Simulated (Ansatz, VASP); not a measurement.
**KF: VASP beside Ansatz**

The input POSCAR:

```
KF
1.0
   -0.0072406569      2.9281607730      2.9281607730
    2.9281607730     -0.0072406569      2.9281607730
    2.9281607730      2.9281607730     -0.0072406569
K F
1 1
Direct
   -0.0002234080     -0.0002234080     -0.0002234080
    0.2502234080      0.2502234080      0.2502234080
```

INCAR.step1

```
ALGO     = Normal         # electronic algorithm
EDIFF    = 1E-4           # SCF threshold, eV
ENCUT    = 520            # plane-wave cutoff, eV
GGA      = PE             # functional
ISMEAR   = 0              # smearing method
LASPH    = True           # aspherical terms in the spheres
LCHARG   = False          # write CHGCAR
LREAL    = False          # projectors in reciprocal space
LWAVE    = True           # write WAVECAR
NBANDS   = 15             # bands
NELM     = 80             # most SCF steps
PREC     = Accurate       # precision mode
SIGMA    = 0.01           # smearing width, eV
```

The input INCAR.step2:

```
ALGO     = Normal         # electronic algorithm
EDIFF    = 1E-6           # SCF threshold, eV
ENCUT    = 520            # plane-wave cutoff, eV
ISIF     = 2              # what is computed and relaxed
ISMEAR   = 0              # smearing method
ISTART   = 1            
LASPH    = True           # aspherical terms in the spheres
LCHARG   = False          # write CHGCAR
LMIXTAU  = True         
LREAL    = False          # projectors in reciprocal space
LWAVE    = False          # write WAVECAR
METAGGA  = R2SCAN         # meta-GGA
NBANDS   = 15             # bands
NELM     = 80             # most SCF steps
PREC     = Accurate       # precision mode
SIGMA    = 0.01           # smearing width, eV
```

The input KPOINTS:

```
k-points
0
Gamma
  8 8 8
```

Input for Ansatz:

```yaml
crystal:
  lattice:
    - [-0.0072406569, 2.928160773, 2.928160773]
    - [2.928160773, -0.0072406569, 2.928160773]
    - [2.928160773, 2.928160773, -0.0072406569]
  atoms:
    - { symbol: K, position: [-0.000223408, -0.000223408, -0.000223408] }
    - { symbol: F, position: [0.250223408, 0.250223408, 0.250223408] }
kpoints:
  mp_grid: { grid: [8, 8, 8] }
  band_path:
    path:
      - [0.0, 0.0, 0.0]
      - [-0.5, -0.5, 0.0]
      - [-0.375, -0.375, 0.25]
      - [-0.375, 0.0, 0.375]
      - [0.0, 0.0, 0.5]
      - [-0.5, -0.25, 0.25]
    npoints: 1
hamiltonian:
  xc: r2scan
scf:
  occupations: { method: fixed }
  n_extra_bands: 4
output:
  forces: true
  stress: true
  eigenvalues: true
```

Change from the starting cell: shear_111 strain -0.4%.

Alike in both runs: task single point; functional r2SCAN; k mesh 8 × 8 × 8; no spin polarisation.

|  | VASP | Ansatz |
| --- | --- | --- |
| version | VASP 6.6.1 | Ansatz 0.2.0 |
| potentials or method | VASP PAW PBE potentials, release 64 (K_sv, F) | plane waves, PAW |
| plane-wave cutoff (eV) | 520 | 500 |
| occupations | gaussian, width 0.01 eV | fixed |
| valence electrons in the cell | 16 | 16 |

|  | VASP | Ansatz | Ansatz less VASP |
| --- | --- | --- | --- |
| gap on the k mesh at the Fermi level (eV) | 5.75 | 5.76 | +0.005 |
| pressure (GPa) | 0.1 | 0.1 | +0.01 |

VASP's potentials were made for PBE, not for r2SCAN.
